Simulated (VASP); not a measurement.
A run of VASP 6.6.1 is set up as follows.

Contents of INCAR:

```
  PREC = Accurate
  ENCUT = 520
  EDIFF = 1E-7
  ISMEAR = 0
  SIGMA = 0.05
  LREAL = Auto
  LASPH = True
  NELM = 150
  ALGO = Normal
  ISIF = 2
  LWAVE = False
  LCHARG = False
  ISPIN = 2
  MAGMOM = 0 0 0 0 0 0 0 0 0 0 0 0 0 0 0 0 0 0 0 0 0 0 0 0 0 0 0 0 0 0 0 0 0 0 0 0 0
  LORBIT = 11
  LMAXMIX = 4
  GGA = PE
  IVDW = 12
  NBANDS = 130
  LUSENCCL = False
```

Contents of KPOINTS:

```
regular mesh
0
Gamma
  2 2 1
```

The input POSCAR:

```
CuSi12O24
1.0
   -2.4920500000      4.3163570000      5.4500000000
    4.9841000000      0.0000000000      5.4500000000
    4.9841000000      8.6327140000      0.0000000000
Si O Cu
12 24 1
Direct
    0.1082179689      0.5543001962      0.9543052871
    0.3974140021      0.9472577410      0.0328848251
   -0.0079326574     -0.0045532142      0.2685554255
    0.0936816889      0.5635887698      0.4545782921
    0.3884049810      0.9493432759      0.5274530630
   -0.0088177432     -0.0107679449      0.7639772993
    0.5899590959      0.0842465922      0.2015156447
    0.9033204682      0.4233971465      0.2837294707
    0.5015535081      0.5023127304      0.5048282619
    0.5830739800      0.0841100567      0.6999359118
    0.9255954551      0.4079458293      0.7918481463
    0.5060063657      0.5092406068      0.0224758844
    0.3210443320      0.4579050258      0.9953231452
    0.1711598698      0.0284625155      0.1195714231
    0.9375034327      0.5077141820      0.1065191660
    0.5758180719      0.3208569740      0.1527501820
    0.9258838789      0.1857227266      0.3354433656
    0.5577225513      1.0123948798      0.0756578246
    0.3183594472      0.4660196354      0.4704298059
    0.1603986548      0.0306099691      0.6092729521
    0.9407036541      0.5076912083      0.6166814049
    0.5716971528      0.3226509206      0.6391642295
    0.9361585394      0.1738021946      0.8353904155
    0.5469183832      1.0246673049      0.5674999784
    0.8074969317      0.9673559123      0.2286555498
    0.6799892895      0.5306213527      0.3571279519
    0.4147859823      0.0353171370      0.3509807717
    0.0607789961      0.8022920131      0.3953094189
    0.4349615647      0.7055521967      0.5600664641
    0.0610544847      0.4748183593      0.3385757999
    0.8018280513      0.9697805725      0.7250930446
    0.7079772472      0.5118366977      0.8822813374
    0.4155978890      0.0456637624      0.8566362957
    0.0645669658      0.7926838599      0.8858236153
    0.4432473693      0.7060889609      0.0814820362
    0.0977994592      0.4499838435      0.8371474625
    0.5068767706      0.6851902019      0.7532745673
```

Potentials or basis: VASP PAW PBE potentials, release 64 (Si, O, Cu).

Launch:

```sh
$ cat potpaw_PBE.64/Si/POTCAR potpaw_PBE.64/O/POTCAR potpaw_PBE.64/Cu/POTCAR > POTCAR
$ mpirun -np 1 vasp_std > vasp.out
```

**Question.** Estimate the net moment.

**Answer.** -0.50 μB per cell.

**Question.** Predict the largest force.

**Answer.** 0.030 eV/Å.

Forces on the atoms (eV/Å):
```
Si  -0.012 -0.006  0.006
Si   0.003 -0.018  0.005
Si   0.000  0.018 -0.006
Si  -0.015  0.005 -0.002
Si  -0.005 -0.017 -0.015
Si   0.009  0.004 -0.008
Si  -0.017  0.006 -0.024
Si   0.017  0.001  0.008
Si   0.028 -0.005  0.008
Si  -0.016  0.006 -0.001
Si   0.003 -0.002 -0.009
Si   0.003  0.014  0.018
O    0.004 -0.001 -0.004
O    0.003  0.014 -0.007
O   -0.006  0.006  0.002
O   -0.007  0.002  0.003
O    0.000 -0.017  0.010
O    0.009 -0.002 -0.005
O    0.014  0.001  0.002
O    0.001  0.021 -0.009
O    0.002  0.000  0.004
O   -0.004 -0.006 -0.003
O   -0.006 -0.010  0.000
O    0.004  0.003 -0.005
O    0.005  0.005  0.009
O   -0.013  0.015 -0.001
O   -0.018 -0.012  0.016
O   -0.008 -0.009 -0.004
O    0.003 -0.014  0.020
O    0.008 -0.010 -0.007
O    0.009 -0.002  0.003
O   -0.010  0.009 -0.008
O   -0.006  0.006 -0.001
O   -0.013 -0.002 -0.008
O    0.008 -0.009  0.000
O    0.013  0.003  0.010
Cu   0.011  0.002  0.002
```

Caveat: the k points lie up to 0.69 Å⁻¹ apart.
